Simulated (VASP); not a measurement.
# CdS (Pmmn) in VASP: single point with LDA

Aim: the single point of CdS with LDA.

All numbers are computed with VASP 6.6.1; they aren't measurements. Logs are shortened: lines on timing, memory, paths and dates and some standing lists are left out, and cuts for length are marked.

## (1) The cell of the first run

Symmetry: Pmmn, No. 59, orthorhombic system. Conventional cell: a = 3.898 Å, b = 5.511 Å, c = 3.898 Å, α = 90.00°, β = 90.00°, γ = 90.00°. Within 3.6 Å of Cd (site symmetry mm2) lie 6 S at 2.75 to 2.76 Å. Within 3.6 Å of S (site symmetry mm2) lie 6 Cd at 2.75 to 2.76 Å.

## (2) Single point, LDA

File INCAR:

```
SYSTEM = CdS
ALGO     = Normal         ! electronic algorithm
EDIFF    = 1E-6           ! SCF threshold, eV
ENCUT    = 500            ! plane-wave cutoff, eV
GGA_COMPAT= .FALSE.      
ISIF     = 2              ! what is computed and relaxed
ISMEAR   = -1             ! smearing method
LASPH    = .TRUE.         ! aspherical terms in the spheres
LCHARG   = .TRUE.         ! write CHGCAR
LELF     = .TRUE.         ! ELF
LREAL    = .FALSE.        ! projectors in reciprocal space
LVHAR    = .TRUE.       
LWAVE    = .FALSE.        ! write WAVECAR
NBANDS   = 26             ! bands
NELM     = 120            ! most SCF steps
PREC     = Accurate       ! precision mode
SIGMA    = 0.05           ! smearing width, eV
```

File KPOINTS:

```
k-points
0
G
  3 2 3
  0 0 0
```

File POSCAR:

```
CdS
1.0
    3.8984360000      0.0000000000      0.0000000000
    0.0000000000      5.5114920000      0.0000000000
    0.0000000000      0.0000000000      3.8981040000
Cd S
2 2
Direct
    0.5000000000      0.5000000000      0.2430260000
    0.0000000000      0.0000000000      0.7569740000
    0.5000000000      0.0000000000      0.2551630000
    0.0000000000      0.5000000000      0.7448370000
```

Potentials or basis: VASP PAW LDA potentials, release 64 (Cd, S).

On the command line:

```bash
cat potpaw_LDA.64/Cd/POTCAR potpaw_LDA.64/S/POTCAR > POTCAR
mpirun -np 1 vasp_std > vasp.out
```

OUTCAR:

```text
SYSTEM = CdS
   EDIFF = 1E-6
   ENCUT = 500
   ISIF = 2
   ISMEAR = -1
   LASPH = .TRUE.
   LREAL = .FALSE.
   NELM = 120
   PREC = Accurate

 ion  position               nearest neighbor table
   1  0.500  0.500  0.243-   4 2.75   4 2.75   3 2.76   3 2.76   4 2.76   4 2.76
   2  0.000  0.000  0.757-   3 2.75   3 2.75   4 2.76   4 2.76   3 2.76   3 2.76
   3  0.500  0.000  0.255-   2 2.75   2 2.75   1 2.76   1 2.76   2 2.76   2 2.76
   4  0.000  0.500  0.745-   1 2.75   1 2.75   2 2.76   2 2.76   1 2.76   1 2.76

  LATTYP: Found a simple orthorhombic cell.
 ALAT       =     3.8981040000
 B/A-ratio  =     1.0000851696
 C/A-ratio  =     1.4138904452

  Lattice vectors:

 A1 = (   0.0000000000,   0.0000000000,   3.8981040000)
 A2 = (   3.8984360000,   0.0000000000,   0.0000000000)
 A3 = (   0.0000000000,   5.5114920000,   0.0000000000)

Analysis of symmetry for initial positions (statically):
=====================================================================
 Subroutine PRICEL returns:
 Original cell was already a primitive cell.

 Routine SETGRP: Setting up the symmetry group for a
 simple orthorhombic supercell.

 Subroutine GETGRP returns: Found  8 space group operations
 (whereof  4 operations were pure point group operations)
 out of a pool of  8 trial point group operations.

The static configuration has the point symmetry C_2v.
 The point group associated with its full space group is D_2h.

Analysis of symmetry for dynamics (positions and initial velocities):
=====================================================================
 Subroutine PRICEL returns:
 Original cell was already a primitive cell.

 Routine SETGRP: Setting up the symmetry group for a
 simple orthorhombic supercell.

 Subroutine GETGRP returns: Found  8 space group operations
 (whereof  4 operations were pure point group operations)
 out of a pool of  8 trial point group operations.

The dynamic configuration has the point symmetry C_2v.
 The point group associated with its full space group is D_2h.

 Subroutine INISYM returns: Found  8 space group operations
 (whereof  4 operations are pure point group operations),
 and found     1 'primitive' translations

----------------------------------------------------------------------------------------

                                     Primitive cell

  volume of cell :      83.7554

  direct lattice vectors                    reciprocal lattice vectors
     3.898436000  0.000000000  0.000000000     0.256513125  0.000000000  0.000000000
     0.000000000  5.511492000  0.000000000     0.000000000  0.181439073  0.000000000
     0.000000000  0.000000000  3.898104000     0.000000000  0.000000000  0.256534972

  length of vectors
     3.898436000  5.511492000  3.898104000     0.256513125  0.181439073  0.256534972

  position of ions in fractional coordinates (direct lattice)
     0.500000000  0.500000000  0.243026000
     0.000000000  0.000000000  0.756974000
     0.500000000  0.000000000  0.255163000
     0.000000000  0.500000000  0.744837000

  ion indices of the primitive-cell ions
   primitive index   ion index
                 1           1
                 2           2
                 3           3
                 4           4

----------------------------------------------------------------------------------------

 KPOINTS: k-points

Automatic generation of k-mesh.
 Grid dimensions read from file:
 generate k-points for:    3    2    3

 Generating k-lattice:

  Cartesian coordinates                     Fractional coordinates (reciprocal lattice)
     0.085504375  0.000000000  0.000000000     0.333333333  0.000000000  0.000000000
     0.000000000  0.090719537  0.000000000     0.000000000  0.500000000  0.000000000
     0.000000000  0.000000000  0.085511657     0.000000000  0.000000000  0.333333333

  Length of vectors
     0.085504375  0.090719537  0.085511657

  Shift w.r.t. Gamma in fractional coordinates (k-lattice)
     0.000000000  0.000000000  0.000000000

 Subroutine IBZKPT returns following result:
 ===========================================

 Found      8 irreducible k-points:

 Following reciprocal coordinates:
            Coordinates               Weight
  0.000000  0.000000  0.000000      1.000000
  0.333333  0.000000  0.000000      2.000000
  0.000000  0.500000  0.000000      1.000000
  0.333333  0.500000  0.000000      2.000000
  0.000000  0.000000  0.333333      2.000000
  0.333333  0.000000  0.333333      4.000000
  0.000000  0.500000  0.333333      2.000000
  0.333333  0.500000  0.333333      4.000000
   k-points           NKPTS =      8   k-points in BZ     NKDIM =      8   number of bands    NBANDS=     26
   number of dos      NEDOS =    301   number of ions     NIONS =      4
   total plane-waves  NPLWV =  31360
   dimension x,y,z NGX =    28 NGY =   40 NGZ =   28
   dimension x,y,z NGXF=    56 NGYF=   80 NGZF=   56
   ions per type =               2   2
   NGX,Y,Z   is equivalent  to a cutoff of  11.94, 12.07, 11.94 a.u.
   NGXF,Y,Z  is equivalent  to a cutoff of  23.88, 24.13, 23.88 a.u.
 SYSTEM =  CdS
   PREC   = accura    normal or accurate (medium, high low for compatibility)
   ISTART =      0    job   : 0-new  1-cont  2-samecut
   ICHARG =      2    charge: 1-file 2-atom 10-const
   ISPIN  =      1    spin polarized calculation?
   LNONCOLLINEAR =      F non collinear calculations
   LSORBIT =      F    spin-orbit coupling
   LASPH  =      T    aspherical Exc in radial PAW
   ENCUT  =  500.0 eV  36.75 Ry    6.06 a.u.   7.11 10.05  7.11*2*pi/ulx,y,z
   NELM   =    120;   NELMIN=  2; NELMDL= -5     # of ELM steps
   EDIFF  = 0.1E-05   stopping-criterion for ELM
   LREAL  =      F    real-space projection
   EDIFFG = 0.1E-04   stopping-criterion for IOM
   NSW    =      0    number of steps for IOM
   IBRION =     -1    ionic relax: 0-MD 1-quasi-New 2-CG
   NFREE  =      0    steps in history (QN), initial steepest desc. (CG)
   ISIF   =      2    stress and relaxation
   ISYM   =      2    0-nonsym 1-usesym 2-fastsym
   POTIM  = 0.5000    time-step for ionic-motion
   TEBEG  =    0.0;   TEEND  =   0.0 temperature during run
   PSTRESS=    0.0 pullay stress
   NELECT =      36.0000    total number of electrons
   NUPDOWN=      -1.0000    fix difference up-down
   EMIN   =  10.00;   EMAX   =-10.00  energy-range for DOS
   EFERMI =   0.00;   METHOD = LEGACY
   ISMEAR =    -1;   SIGMA  =   0.05  broadening in eV -4-tet -1-fermi 0-gaus
   EFERMI_NEDOS =   21; number of points for ismear=-14 and -15
   IALGO  =     38    algorithm
   IMIX   =      4    mixing-type and parameters
     AMIX     =   0.40;   BMIX     =  1.00
     AMIX_MAG =   1.60;   BMIX_MAG =  1.00
  volume/ion in A,a.u.               =      20.94       141.30
  Fermi-wavevector in a.u.,A,eV,Ry     =   1.235486  2.334731 20.768298  1.526427
  Thomas-Fermi vector in A             =   2.370134
   LORBIT       =      0    0 simple, 1 ext, 2 COOP (PROOUT), +10 PAW based schemes
   GGA     = CA    functional components
   LHFCALC =     F    Hartree Fock is set to
   AEXX    =    0.0000 exact exchange contribution
   IVDW    =     0    specifies the selected vdW correction
   LEPSILON=     F    determine dielectric tensor
   LRPA    =     F    only Hartree local field effects (RPA)
 non-spin polarized calculation
  energy-cutoff  :      500.00
  volume of cell :       83.76
 maximum number of plane-waves:      2142
   NGX = 15   NGY = 21   NGZ = 15

 number of electron      36.0000005 magnetization

 Free energy of the ion-electron system (eV)
  ---------------------------------------------------
  ext. energy  EPLUGINS =         0.00000000
  ---------------------------------------------------
  free energy    TOTEN  =       -14.18231634 eV

  energy without entropy =      -14.16831984  energy(sigma->0) =      -14.17531809

 E-fermi :   2.5708     XC(G=0): -10.6401

 val. band max:        2.5369828887   @ k =   0.0000   0.0000   0.0000
 cond. band min:       3.1243416365   @ k =   0.0000   0.0000   0.0000
 fundamental gap:      0.5873587478
 Fermi energy:         2.5707791836

 k-point     1 :       0.0000    0.0000    0.0000
  band No.  band energies     occupation
      1     -10.0890      2.00000
      2      -9.2055      2.00000
      3      -5.2285      2.00000
      4      -5.0789      2.00000
      5      -5.0781      2.00000
      6      -5.0761      2.00000
[... 18 lines left out ...]
     25      12.0783      0.00000
     26      13.3680      0.00000

 k-point     2 :       0.3333    0.0000    0.0000
  band No.  band energies     occupation
      1      -9.5441      2.00000
      2      -9.0361      2.00000
      3      -5.2589      2.00000
      4      -5.2300      2.00000
      5      -5.2025      2.00000
      6      -5.1855      2.00000
[... 18 lines left out ...]
     25      10.1989      0.00000
     26      10.4334      0.00000

 k-point     3 :       0.0000    0.5000    0.0000
  band No.  band energies     occupation
      1      -9.5445      2.00000
      2      -9.5445      2.00000
      3      -5.2039      2.00000
      4      -5.2039      2.00000
      5      -5.1527      2.00000
      6      -5.1527      2.00000
[... 18 lines left out ...]
     25      11.5768      0.00000
     26      11.5810      0.00000

 k-point     4 :       0.3333    0.5000    0.0000
  band No.  band energies     occupation
      1      -9.1368      2.00000
      2      -9.1368      2.00000
      3      -5.3224      2.00000
      4      -5.3224      2.00000
      5      -5.2962      2.00000
      6      -5.2962      2.00000
[... 18 lines left out ...]
     25       9.6394      0.00000
     26       9.6394      0.00000

 k-point     5 :       0.0000    0.0000    0.3333
  band No.  band energies     occupation
      1      -9.5443      2.00000
      2      -9.0355      2.00000
      3      -5.2590      2.00000
      4      -5.2206      2.00000
      5      -5.2129      2.00000
      6      -5.1847      2.00000
[... 18 lines left out ...]
     25      10.1981      0.00000
     26      10.4546      0.00000

 k-point     6 :       0.3333    0.0000    0.3333
  band No.  band energies     occupation
      1      -9.3375      2.00000
      2      -9.0953      2.00000
      3      -5.1895      2.00000
      4      -5.1576      2.00000
      5      -5.1383      2.00000
      6      -4.9996      2.00000
[... 18 lines left out ...]
     25      10.9578      0.00000
     26      12.1900      0.00000

 k-point     7 :       0.0000    0.5000    0.3333
  band No.  band energies     occupation
      1      -9.1367      2.00000
      2      -9.1367      2.00000
      3      -5.3222      2.00000
      4      -5.3222      2.00000
      5      -5.2963      2.00000
      6      -5.2963      2.00000
[... 18 lines left out ...]
     25       9.6349      0.00000
     26       9.6349      0.00000

 k-point     8 :       0.3333    0.5000    0.3333
  band No.  band energies     occupation
      1      -9.0597      2.00000
      2      -9.0597      2.00000
      3      -5.2721      2.00000
      4      -5.2721      2.00000
      5      -5.1731      2.00000
      6      -5.1731      2.00000
[... 18 lines left out ...]
     25       9.9979      0.00000
     26       9.9979      0.00000

------------------------ aborting loop because EDIFF is reached ----------------------------------------

  FORCE on cell =-STRESS in cart. coord.  units (eV):
  Direction    XX          YY          ZZ          XY          YZ          ZX
  --------------------------------------------------------------------------------------
  -------------------------------------------------------------------------------------
  Total       -2.5468200     -4.5831485     -2.5503183      0.0000000      0.0000000      0.0000000
  in kB      -48.7187153    -87.6721173    -48.7856342      0.0000000      0.0000000      0.0000000
  external PRESSURE =     -61.7254889 kB  Pullay stress =       0.0000000 kB

 VOLUME and BASIS-vectors are now :
 -----------------------------------------------------------------------------
  energy-cutoff  :      500.00
  volume of cell :       83.76
      direct lattice vectors                 reciprocal lattice vectors
     3.898436000  0.000000000  0.000000000     0.256513125  0.000000000  0.000000000
     0.000000000  5.511492000  0.000000000     0.000000000  0.181439073  0.000000000
     0.000000000  0.000000000  3.898104000     0.000000000  0.000000000  0.256534972

 POSITION                                       TOTAL-FORCE (eV/Angst)
 -----------------------------------------------------------------------------------
      1.94922      2.75575      0.94734         0.000000      0.000000      0.018745
      0.00000      0.00000      2.95076         0.000000      0.000000     -0.018745
      1.94922      0.00000      0.99465         0.000000      0.000000     -0.035197
      0.00000      2.75575      2.90345         0.000000      0.000000      0.035197
 -----------------------------------------------------------------------------------
    total drift:                                0.000000      0.000000      0.000000

  FREE ENERGIE OF THE ION-ELECTRON SYSTEM (eV)
  ---------------------------------------------------
  free  energy   TOTEN  =       -14.1823163425 eV

  energy  without entropy=      -14.1683198352  energy(sigma->0) =      -14.17531809
```

It took 8.5 s on 1 thread of Intel Xeon 6975P-C (Granite Rapids), shared host; peak memory 0.15 GiB.

Results:

| Property | Result |
| --- | --- |
| Free energy | -14.1823 eV |
| Pressure | -6.2 GPa |
| Largest force | 0.035 eV/Å |

Forces in eV/Å, atoms in the order of the input:
```
Cd   0.000  0.000  0.019
Cd   0.000  0.000 -0.019
S    0.000  0.000 -0.035
S    0.000  0.000  0.035
```

Stress tensor (GPa, compression positive):
```
-4.87  0.00  0.00
 0.00 -8.77  0.00
 0.00  0.00 -4.88
```

Caveat: the k points lie up to 0.57 Å⁻¹ apart.
